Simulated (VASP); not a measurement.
# Si (C2/m) in VASP: single point with LDA

Aim: the single point of Si with LDA.

All numbers are computed with VASP 6.6.1; they aren't measurements. Logs are shortened: lines on timing, memory, paths and dates and some standing lists are left out, and cuts for length are marked.

### Step 1. The cell of the first run

It takes space group C2/m (No. 12, monoclinic). Conventional cell: a = 6.616 Å, b = 3.820 Å, c = 3.820 Å, α = 90.00°, β = 125.26°, γ = 90.00°. Si (site symmetry m) has 4 Si at 2.31 to 2.37 Å within 3.1 Å.

### Step 2. Single point, LDA (atoms displaced along several vibrational modes)

Input file INCAR:

```
SYSTEM = Si
ALGO     = Normal         ! electronic algorithm
EDIFF    = 1E-7           ! SCF threshold, eV
ENCUT    = 520            ! plane-wave cutoff, eV
ISIF     = 2              ! what is computed and relaxed
ISMEAR   = 0              ! smearing method
LASPH    = .TRUE.         ! aspherical terms in the spheres
LCHARG   = .TRUE.         ! write CHGCAR
LELF     = .TRUE.         ! ELF
LREAL    = .FALSE.        ! projectors in reciprocal space
LVHAR    = .TRUE.       
LWAVE    = .FALSE.        ! write WAVECAR
NBANDS   = 11             ! bands
NELM     = 60             ! most SCF steps
PREC     = Accurate       ! precision mode
SIGMA    = 0.05           ! smearing width, eV
```

Input file KPOINTS:

```
k-points
0
G
  12 12 12
  0 0 0
```

Input file POSCAR:

```
Si
1.0
    0.0000000000      2.7009735863      2.7009735863
    2.7009735863      0.0000000000      2.7009735863
    2.7009735863      2.7009735863      0.0000000000
Si
2
Direct
    0.5000000000      0.5000000000      0.4955571576
    0.7500000000      0.7500000000      0.7544428424
```

Potentials or basis: VASP PAW LDA potentials, release 64 (Si).

On the command line:

```console
$ cat potpaw_LDA.64/Si/POTCAR > POTCAR
$ mpirun -np 1 vasp_std > vasp.out
```

OUTCAR:

```text
SYSTEM = Si
   EDIFF = 1E-7
   ENCUT = 520
   ISIF = 2
   ISMEAR = 0
   LASPH = .TRUE.
   LREAL = .FALSE.
   NELM = 60
   PREC = Accurate

 ion  position               nearest neighbor table
   1  0.500  0.500  0.496-   2 2.31   2 2.34   2 2.34   2 2.37
   2  0.750  0.750  0.754-   1 2.31   1 2.34   1 2.34   1 2.37

  LATTYP: Found a face centered cubic cell.
 ALAT       =     5.4019471726

  Lattice vectors:

 A1 = (   0.0000000000,   2.7009735863,   2.7009735863)
 A2 = (   2.7009735863,   0.0000000000,   2.7009735863)
 A3 = (   2.7009735863,   2.7009735863,   0.0000000000)

Analysis of symmetry for initial positions (statically):
=====================================================================
 Subroutine PRICEL returns:
 Original cell was already a primitive cell.

 Routine SETGRP: Setting up the symmetry group for a
 face centered cubic supercell.

 Subroutine GETGRP returns: Found  4 space group operations
 (whereof  2 operations were pure point group operations)
 out of a pool of 48 trial point group operations.

The static configuration has the point symmetry C_1h.
 The point group associated with its full space group is C_2h.

Analysis of symmetry for dynamics (positions and initial velocities):
=====================================================================
 Subroutine PRICEL returns:
 Original cell was already a primitive cell.

 Routine SETGRP: Setting up the symmetry group for a
 face centered cubic supercell.

 Subroutine GETGRP returns: Found  4 space group operations
 (whereof  2 operations were pure point group operations)
 out of a pool of 48 trial point group operations.

The dynamic configuration has the point symmetry C_1h.
 The point group associated with its full space group is C_2h.

 Subroutine INISYM returns: Found  4 space group operations
 (whereof  2 operations are pure point group operations),
 and found     1 'primitive' translations

----------------------------------------------------------------------------------------

                                     Primitive cell

  volume of cell :      39.4086

  direct lattice vectors                    reciprocal lattice vectors
     0.000000000  2.700973586  2.700973586    -0.185118434  0.185118434  0.185118434
     2.700973586  0.000000000  2.700973586     0.185118434 -0.185118434  0.185118434
     2.700973586  2.700973586  0.000000000     0.185118434  0.185118434 -0.185118434

  length of vectors
     3.819753477  3.819753477  3.819753477     0.320634533  0.320634533  0.320634533

  position of ions in fractional coordinates (direct lattice)
     0.500000000  0.500000000  0.495557158
[... 89 lines left out ...]
   NELECT =       8.0000    total number of electrons
   NUPDOWN=      -1.0000    fix difference up-down
   EMIN   =  10.00;   EMAX   =-10.00  energy-range for DOS
   EFERMI =   0.00;   METHOD = LEGACY
   ISMEAR =     0;   SIGMA  =   0.05  broadening in eV -4-tet -1-fermi 0-gaus
   EFERMI_NEDOS =   21; number of points for ismear=-14 and -15
   IALGO  =     38    algorithm
   IMIX   =      4    mixing-type and parameters
     AMIX     =   0.40;   BMIX     =  1.00
     AMIX_MAG =   1.60;   BMIX_MAG =  1.00
  volume/ion in A,a.u.               =      19.70       132.97
  Fermi-wavevector in a.u.,A,eV,Ry     =   0.962146  1.818193 12.595263  0.925726
  Thomas-Fermi vector in A             =   2.091580
   LORBIT       =      0    0 simple, 1 ext, 2 COOP (PROOUT), +10 PAW based schemes
   GGA     = CA    functional components
   LHFCALC =     F    Hartree Fock is set to
   AEXX    =    0.0000 exact exchange contribution
   IVDW    =     0    specifies the selected vdW correction
   LEPSILON=     F    determine dielectric tensor
   LRPA    =     F    only Hartree local field effects (RPA)
 non-spin polarized calculation
 Gauss-broadening in eV      SIGMA  =   0.05
  energy-cutoff  :      520.00
  volume of cell :       39.41
 maximum number of plane-waves:      1074
   NGX = 15   NGY = 15   NGZ = 15

 number of electron       8.0000000 magnetization

 Free energy of the ion-electron system (eV)
  ---------------------------------------------------
  ext. energy  EPLUGINS =         0.00000000
  ---------------------------------------------------
  free energy    TOTEN  =       -11.91191736 eV

  energy without entropy =      -11.91191731  energy(sigma->0) =      -11.91191733

 E-fermi :   6.2262     XC(G=0):  -9.6658

 val. band max:        6.0981530286   @ k =   0.0000   0.0000   0.0000
 cond. band min:       6.3683952831   @ k =   0.0000   0.4167   0.4167
 fundamental gap:      0.2702422545
 Fermi energy:         6.2261611133

 k-point     1 :       0.0000    0.0000    0.0000
  band No.  band energies     occupation
      1      -6.1347      2.00000
      2       5.7700      2.00000
      3       5.9344      2.00000
      4       6.0982      1.99971
      5       8.3674      0.00000
      6       8.4593      0.00000
      7       8.5602      0.00000
      8       9.3238      0.00000
      9      13.6691      0.00000
     10      13.6728      0.00000
     11      13.6753      0.00000
[... 309 lines left out ...]
 k-point    24 :       0.0833    0.0000    0.1667
  band No.  band energies     occupation
      1      -5.7962      2.00000
      2       3.9061      2.00000
      3       5.1823      2.00000
      4       5.3542      2.00000
      5       8.1921      0.00000
      6       9.1684      0.00000
      7       9.5885      0.00000
      8      10.8158      0.00000
      9      12.5053      0.00000
     10      13.7072      0.00000
     11      14.9534      0.00000

 [... further k-points ...]

------------------------ aborting loop because EDIFF is reached ----------------------------------------

  FORCE on cell =-STRESS in cart. coord.  units (eV):
  Direction    XX          YY          ZZ          XY          YZ          ZX
  --------------------------------------------------------------------------------------
  -------------------------------------------------------------------------------------
  Total        0.0187851      0.0187851      0.0285397      0.0125313     -0.2397649     -0.2397649
  in kB        0.7637185      0.7637185      1.1602965      0.5094659     -9.7477697     -9.7477697
  external PRESSURE =       0.8959112 kB  Pullay stress =       0.0000000 kB

 VOLUME and BASIS-vectors are now :
 -----------------------------------------------------------------------------
  energy-cutoff  :      520.00
  volume of cell :       39.41
      direct lattice vectors                 reciprocal lattice vectors
     0.000000000  2.700973586  2.700973586    -0.185118434  0.185118434  0.185118434
     2.700973586  0.000000000  2.700973586     0.185118434 -0.185118434  0.185118434
     2.700973586  2.700973586  0.000000000     0.185118434  0.185118434 -0.185118434

 POSITION                                       TOTAL-FORCE (eV/Angst)
 -----------------------------------------------------------------------------------
      2.68897      2.68897      2.70097         0.326151      0.326151     -0.021028
      4.06346      4.06346      4.05146        -0.326151     -0.326151      0.021028
 -----------------------------------------------------------------------------------
    total drift:                               -0.000000     -0.000000      0.000000

  FREE ENERGIE OF THE ION-ELECTRON SYSTEM (eV)
  ---------------------------------------------------
  free  energy   TOTEN  =       -11.9119173553 eV

  energy  without entropy=      -11.9119173063  energy(sigma->0) =      -11.91191733
```

Wall time 2.3 min (1 thread of Intel Xeon 8259CL, shared host); peak memory 0.26 GiB.

Results:

| Quantity | Value |
| --- | --- |
| Free energy | -11.9119 eV |
| Pressure | 0.1 GPa |
| Largest force | 0.462 eV/Å |
| Band gap on the k mesh | 0.27 eV (least direct gap 2.27 eV) |

Forces on the atoms (eV/Å):
```
Si   0.326  0.326 -0.021
Si  -0.326 -0.326  0.021
```

Stress tensor (GPa, compression positive):
```
 0.08  0.05 -0.97
 0.05  0.08 -0.97
-0.97 -0.97  0.12
```

Levels at points of the mesh, in eV from the valence-band top:
```csv
k point,band 2,band 3,band 4,band 5,band 6,band 7
"(0.00, 0.00, 0.00)",-0.33,-0.16,0.00,2.27,2.36,2.46
"(0.50, 0.00, 0.00)",-7.23,-1.48,-1.27,1.32,2.99,3.24
"(0.00, 0.00, 0.50)",-7.35,-1.41,-1.29,1.35,3.09,3.24
"(0.50, 0.50, 0.50)",-7.12,-1.46,-1.34,1.29,3.00,3.15
"(0.50, 0.50, 0.00)",-8.03,-3.06,-3.06,0.40,0.41,9.95
"(0.00, 0.50, 0.50)",-7.96,-3.10,-3.02,0.35,0.46,9.93
```

Caveat: the cell differs from its parent crystal (atoms displaced along several vibrational modes); semilocal functionals underestimate gaps, and a narrow one can read as zero.
